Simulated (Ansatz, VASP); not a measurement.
# Two plane-wave programs on BN

```xyz
2
Lattice="0.0000 1.7904 1.7904 1.7904 0.0000 1.7904 1.7904 1.7904 0.0000" Properties=species:S:1:pos:R:3 pbc="T T T"
B     0.0000    0.0000    0.0000
N     0.8952    0.8952    0.8952
```

Alike in both runs: functional LDA; k mesh 10 × 10 × 10; no spin polarisation.

Ansatz relaxed the structure, and its values are those at the end. VASP's run is a single point on that final structure, the one shown.

|  | VASP | Ansatz |
| --- | --- | --- |
| version | VASP 6.6.1 | Ansatz 0.2.0 |
| potentials or method | VASP PAW LDA potentials, release 64 (B, N), cutoff 520 eV | plane waves, PAW |
| occupations | gaussian, width 0.01 eV | fixed |
| valence electrons in the cell | 8 | 8 |

Ansatz gave:

| Item | Value |
| --- | --- |
| pressure (GPa) | 0.0 |

Task: What did VASP give for the same quantities?

Result: Pressure (GPa): 1.0.

LDA's correlation is that of Perdew and Zunger in VASP and of Perdew and Wang (1992) in Ansatz.
